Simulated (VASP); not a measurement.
# SnTe (F-43m) in VASP: notebook, part 3 of 3

VASP 6.6.1.

## Step 5: Band structure, SCAN

Input file INCAR:

```
ALGO     = Normal         # electronic algorithm
EDIFF    = 1E-7           # SCF threshold, eV
EFERMI   = MIDGAP       
ENCUT    = 480            # plane-wave cutoff, eV
GGA_COMPAT= False        
ISMEAR   = 0              # smearing method
LASPH    = True           # aspherical terms in the spheres
LCHARG   = False          # write CHGCAR
LMIXTAU  = True         
LREAL    = False          # projectors in reciprocal space
LWAVE    = False          # write WAVECAR
METAGGA  = SCAN           # meta-GGA
NBANDS   = 22             # bands
NELM     = 120            # most SCF steps
PREC     = Accurate       # precision mode
SIGMA    = 0.03           # smearing width, eV
```

Input file KPOINTS:

```
Automatic mesh
0
Gamma
  8 8 8
  0 0 0
```

Input file KPOINTS_OPT:

```
path GXWKGLUWLK,UX
32
line-mode
reciprocal
 0.0000000000  0.0000000000  0.0000000000  G
 0.5000000000  0.0000000000  0.5000000000  X

 0.5000000000  0.0000000000  0.5000000000  X
 0.5000000000  0.2500000000  0.7500000000  W

 0.5000000000  0.2500000000  0.7500000000  W
 0.3750000000  0.3750000000  0.7500000000  K

 0.3750000000  0.3750000000  0.7500000000  K
 0.0000000000  0.0000000000  0.0000000000  G

 0.0000000000  0.0000000000  0.0000000000  G
 0.5000000000  0.5000000000  0.5000000000  L

 0.5000000000  0.5000000000  0.5000000000  L
 0.6250000000  0.2500000000  0.6250000000  U

 0.6250000000  0.2500000000  0.6250000000  U
 0.5000000000  0.2500000000  0.7500000000  W

 0.5000000000  0.2500000000  0.7500000000  W
 0.5000000000  0.5000000000  0.5000000000  L

 0.5000000000  0.5000000000  0.5000000000  L
 0.3750000000  0.3750000000  0.7500000000  K

 0.6250000000  0.2500000000  0.6250000000  U
 0.5000000000  0.0000000000  0.5000000000  X
```

Input file POSCAR:

```
SnTe
1.0
    0.0000000000      3.6111460000      3.6111460000
    3.6111460000      0.0000000000      3.6111460000
    3.6111460000      3.6111460000      0.0000000000
Te Sn
1 1
Direct
    0.2500000000      0.2500000000      0.2500000000
    0.0000000000      0.0000000000      0.0000000000
```

Potentials or basis: VASP PAW PBE potentials, release 64 (Te, Sn_d).

Command:

```console
> cat potpaw_PBE.64/Te/POTCAR potpaw_PBE.64/Sn_d/POTCAR > POTCAR
> mpirun -np 1 vasp_std > vasp.out
```

OUTCAR:

```text
EDIFF = 1E-7
   EFERMI = MIDGAP
   ENCUT = 480
   ISMEAR = 0
   LASPH = True
   LREAL = False
   METAGGA = SCAN
   NELM = 120
   PREC = Accurate

 ion  position               nearest neighbor table
   1  0.250  0.250  0.250-   2 3.13   2 3.13   2 3.13   2 3.13
   2  0.000  0.000  0.000-   1 3.13   1 3.13   1 3.13   1 3.13

  LATTYP: Found a face centered cubic cell.
 ALAT       =     7.2222920000

  Lattice vectors:

 A1 = (   0.0000000000,   3.6111460000,   3.6111460000)
 A2 = (   3.6111460000,   0.0000000000,   3.6111460000)
 A3 = (   3.6111460000,   3.6111460000,   0.0000000000)

Analysis of symmetry for initial positions (statically):
=====================================================================
 Subroutine PRICEL returns:
 Original cell was already a primitive cell.

 Routine SETGRP: Setting up the symmetry group for a
 face centered cubic supercell.

 Subroutine GETGRP returns: Found 24 space group operations
 (whereof 24 operations were pure point group operations)
 out of a pool of 48 trial point group operations.
[... 164 lines left out ...]
  ---------------------------------------------------
  free energy    TOTEN  =       -72.94669961 eV

  energy without entropy =      -72.94666603  energy(sigma->0) =      -72.94668282

 E-fermi :   3.0524     XC(G=0):  -8.0148

 val. band max:        3.0057314010   @ k =  -0.2500   0.5000   0.2500
 cond. band min:       3.0929659364   @ k =   0.5000   0.5000   0.0000
 fundamental gap:      0.0872345354
 Fermi energy:         3.0523825544

 k-point     1 :       0.0000    0.0000    0.0000
  band No.  band energies     occupation
      1     -19.3168      2.00000
      2     -19.3168      2.00000
      3     -19.3168      2.00000
      4     -19.3018      2.00000
      5     -19.3018      2.00000
      6      -9.0878      2.00000
[... 589 lines left out ...]
     21      15.2496      0.00000
     22      15.9173      0.00000

 [... further k-points ...]

------------------------ aborting loop because EDIFF is reached ----------------------------------------

  FORCE on cell =-STRESS in cart. coord.  units (eV):
  Direction    XX          YY          ZZ          XY          YZ          ZX
  --------------------------------------------------------------------------------------
  -------------------------------------------------------------------------------------
  Total       -0.5483226     -0.5483226     -0.5483226     -0.0000000     -0.0000000      0.0000000
  in kB       -9.3278508     -9.3278508     -9.3278508     -0.0000000     -0.0000000      0.0000000
  external PRESSURE =      -9.3278508 kB  Pullay stress =       0.0000000 kB

 VOLUME and BASIS-vectors are now :
 -----------------------------------------------------------------------------
  energy-cutoff  :      480.00
  volume of cell :       94.18
      direct lattice vectors                 reciprocal lattice vectors
     0.000000000  3.611146000  3.611146000    -0.138460201  0.138460201  0.138460201
     3.611146000  0.000000000  3.611146000     0.138460201 -0.138460201  0.138460201
     3.611146000  3.611146000  0.000000000     0.138460201  0.138460201 -0.138460201

 POSITION                                       TOTAL-FORCE (eV/Angst)
 -----------------------------------------------------------------------------------
      1.80557      1.80557      1.80557        -0.000000     -0.000000     -0.000000
      0.00000      0.00000      0.00000         0.000000      0.000000      0.000000
 -----------------------------------------------------------------------------------
    total drift:                                0.000001      0.000001      0.000000

  FREE ENERGIE OF THE ION-ELECTRON SYSTEM (eV)
  ---------------------------------------------------
  free  energy   TOTEN  =       -72.9466996096 eV

  energy  without entropy=      -72.9466660302  energy(sigma->0) =      -72.94668282
```

OSZICAR:

```text
N       E                     dE             d eps       ncg     rms          rms(c)
DAV:   1     0.751304088155E+02    0.75130E+02   -0.84811E+03  1322   0.884E+02
DAV:   2    -0.595711803729E+02   -0.13470E+03   -0.12888E+03  1302   0.285E+02
DAV:   3    -0.754119144175E+02   -0.15841E+02   -0.15711E+02  1578   0.819E+01
DAV:   4    -0.759793533511E+02   -0.56744E+00   -0.56715E+00  1522   0.165E+01
DAV:   5    -0.760015459328E+02   -0.22193E-01   -0.22192E-01  1776   0.331E+00    0.451E+00
DAV:   6    -0.731256894116E+02    0.28759E+01   -0.83147E-01  1402   0.981E+00    0.384E+00
DAV:   7    -0.726316579962E+02    0.49403E+00   -0.66572E-01  1330   0.480E+00    0.842E-01
DAV:   8    -0.729027884956E+02   -0.27113E+00   -0.48321E-01  1282   0.372E+00    0.479E-01
DAV:   9    -0.730378891395E+02   -0.13510E+00   -0.36964E-01  1276   0.466E+00    0.640E-01
DAV:  10    -0.729373233218E+02    0.10057E+00   -0.32340E-01  1276   0.424E+00    0.581E-01
[... 133 further cycles ...]
DAV:  10    -0.626586815628E+04   -0.11181E-07     1144
       N       E                     dE             ncg
DAV:   1     0.155394503866E+05   -0.69058E+03       50
DAV:   2     0.153988690792E+05   -0.14058E+03       44
DAV:   3     0.153813017614E+05   -0.17567E+02       50
DAV:   4     0.153805815875E+05   -0.72017E+00       56
DAV:   5     0.153805545995E+05   -0.26988E-01       52
DAV:   6     0.153805542523E+05   -0.34716E-03       56
DAV:   7     0.153805542261E+05   -0.26191E-04       66
DAV:   8     0.153805542260E+05   -0.12563E-06       56
DAV:   9     0.153805542260E+05   -0.21264E-08       34
```

stdout:

```text
POSCAR found type information on POSCAR TeSn
 POSCAR found :  2 types and       2 ions
 scaLAPACK will be used
 -----------------------------------------------------------------------------
|                                                                             |
|                                                                             |
|     You enforced a specific xc type in the INCAR file but a different       |
|     I HOPE YOU KNOW WHAT YOU ARE DOING!                                     |
|                                                                             |
 -----------------------------------------------------------------------------

 LDA part: xc-table for (None), standard interpolation
 POSCAR, INCAR and KPOINTS ok, starting setup
 FFT: planning ... GRIDC
 FFT: planning ... GRID_SOFT
 FFT: planning ... GRID
 WAVECAR not read
 entering main loop
 Start KPOINTS_OPT (optional k-point list driver)
k-point batch [1-29\320]
k-point batch [30-58\320]
k-point batch [59-87\320]
k-point batch [88-116\320]
k-point batch [117-145\320]
k-point batch [146-174\320]
k-point batch [175-203\320]
k-point batch [204-232\320]
k-point batch [233-261\320]
k-point batch [262-290\320]
k-point batch [291-319\320]
k-point batch [320-320\320]
```

Wall time 9.3 min (1 thread of Intel Xeon 6975P-C (Granite Rapids), shared host); peak memory 0.27 GiB.

What came out:

```yaml
Free_energy: -72.9467 eV
Pressure: -0.9 GPa
Band_gap_on_the_k_mesh: 0.09 eV (least direct gap 0.82 eV)
Band_gap_along_the_path: 0.09 eV (least direct gap 0.82 eV)
```

Levels at the corners of the path, in eV from the valence-band top:
| point | band 7 | band 8 | band 9 | band 10 | band 11 | band 12 | band 13 | band 14 |
| --- | --- | --- | --- | --- | --- | --- | --- | --- |
| Γ | -5.52 | -2.07 | -2.07 | -2.07 | 0.97 | 0.97 | 0.97 | 4.24 |
| X | -7.89 | -3.33 | -3.33 | -0.74 | 0.09 | 3.98 | 3.98 | 5.68 |
| X | -7.89 | -3.33 | -3.33 | -0.74 | 0.09 | 3.98 | 3.98 | 5.68 |
| W | -7.87 | -3.59 | -3.51 | 0.00 | 1.34 | 2.32 | 3.18 | 5.58 |
| W | -7.87 | -3.59 | -3.51 | 0.00 | 1.34 | 2.32 | 3.18 | 5.58 |
| K | -7.83 | -3.73 | -3.13 | -0.55 | 1.16 | 3.15 | 3.25 | 4.97 |
| K | -7.83 | -3.73 | -3.13 | -0.55 | 1.16 | 3.15 | 3.25 | 4.97 |
| Γ | -5.52 | -2.07 | -2.07 | -2.07 | 0.97 | 0.97 | 0.97 | 4.24 |
| Γ | -5.52 | -2.07 | -2.07 | -2.07 | 0.97 | 0.97 | 0.97 | 4.24 |
| L | -7.48 | -2.64 | -2.64 | -2.18 | 1.84 | 1.84 | 3.51 | 5.85 |
| L | -7.48 | -2.64 | -2.64 | -2.18 | 1.84 | 1.84 | 3.51 | 5.85 |
| U | -7.83 | -3.73 | -3.13 | -0.55 | 1.16 | 3.15 | 3.25 | 4.97 |
| U | -7.83 | -3.73 | -3.13 | -0.55 | 1.16 | 3.15 | 3.25 | 4.97 |
| W | -7.87 | -3.59 | -3.51 | 0.00 | 1.34 | 2.32 | 3.18 | 5.58 |
| W | -7.87 | -3.59 | -3.51 | 0.00 | 1.34 | 2.32 | 3.18 | 5.58 |
| L | -7.48 | -2.64 | -2.64 | -2.18 | 1.84 | 1.84 | 3.51 | 5.85 |
| L | -7.48 | -2.64 | -2.64 | -2.18 | 1.84 | 1.84 | 3.51 | 5.85 |
| K | -7.83 | -3.73 | -3.13 | -0.55 | 1.16 | 3.15 | 3.25 | 4.97 |
| U | -7.83 | -3.73 | -3.13 | -0.55 | 1.16 | 3.15 | 3.25 | 4.97 |
| X | -7.89 | -3.33 | -3.33 | -0.74 | 0.09 | 3.98 | 3.98 | 5.68 |

Caveat: semilocal functionals underestimate gaps, and a narrow one can read as zero; the PAW data sets were made with another functional, which shifts forces and pressure a little; spin-orbit coupling is left out, which moves the levels of the heavy elements.

## Step 6: Summary

```csv
task,level,k mesh,cutoff (eV),smearing,dipole correction,ions in elastic constants,tolerance level,purpose,route,gap on the mesh (eV),pressure (GPa)
vibrations by perturbation theory,PBEsol,7 × 7 × 7,520,fermi-dirac 0.05 eV,no,-,-,-,-,-,-
elastic constants,PBEsol,5 × 5 × 5,600,fermi-dirac 0.05 eV,no,relaxed,-,-,-,-,-
band structure,SCAN,4 × 4 × 4,280,gaussian 0.03 eV,-,-,standard,bands,KPOINTS_OPT,0.08,-1.1
band structure,SCAN,8 × 8 × 8,480,gaussian 0.03 eV,-,-,standard,bands,KPOINTS_OPT,0.09,-0.9
```

Alike in all rows: potentials or basis VASP PAW PBE potentials, release 64 (Te, Sn_d); no spin polarisation; cell as given.

Caveats: the PAW data sets were made with another functional, which shifts forces and pressure a little; spin-orbit coupling is left out, which moves the levels of the heavy elements; semilocal functionals underestimate gaps, and a narrow one can read as zero (at least some runs); the cell stands under pressure or tension, which shifts response properties (at least some runs); the cell is under stress, which shifts elastic constants (at least some runs); the elastic tensor has a negative eigenvalue, so either the cell is unstable as it stands or the mesh is too thin (at least some runs); the cutoff is under 1.25 times the usual one of these potentials, so pressure, stress and relaxed cells hold a basis-set (Pulay) error (at least some runs).

Absolute energies hang on the potentials; compare differences alone.
